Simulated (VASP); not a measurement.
W3O, 8 atoms in the cell. Symmetry: P4_2/mmc, No. 131, tetragonal system. The conventional cell has a = 4.904 Å, b = 4.904 Å, c = 4.831 Å, α = 90.00°, β = 90.00°, γ = 90.00°. Within 3.2 Å of W (site symmetry m2m) lie 10 W at 2.45 to 3.00 Å and 4 O at 2.71 to 2.74 Å. W (site symmetry -4m2) has 10 W at 2.42 to 3.00 Å and 4 O at 2.73 Å within 3.2 Å. Within 3.6 Å of O (site symmetry mmm) lie 12 W at 2.71 to 2.74 Å.  This cell differs from its parent crystal: strain +0.015 along x and y, +0.000 along z.

```yaml
Program: VASP 6.6.1
Task: single point
Functional: PBEsol
Potentials_or_basis: VASP PAW PBE potentials, release 64 (W_sv, O)
Cutoff: 520 eV
k_mesh: 8 × 8 × 8
Occupations: gaussian, width 0.15 eV
Spin: no spin polarisation
Dipole_correction: no
Further_INCAR_settings: ALGO = Normal; EDIFF = 1e-06; NBANDS = 58
```

Potentials or basis: VASP PAW PBE potentials, release 64 (W_sv, O).

Launch:

```console
$ cat potpaw_PBE.64/W_sv/POTCAR potpaw_PBE.64/O/POTCAR > POTCAR
$ mpirun -np 1 vasp_std > vasp.out
```

Hardware: 1 thread of AMD EPYC 9R45 96-Core Processor (Zen 5), on a shared host.

Problem. How long does it take, and how much memory?

Solution. Run time: 4.5 min on 1 thread of AMD EPYC 9R45 96-Core Processor (Zen 5), on a shared host, peak memory 0.42 GiB. Counts: scf iterations 15, k points 75.
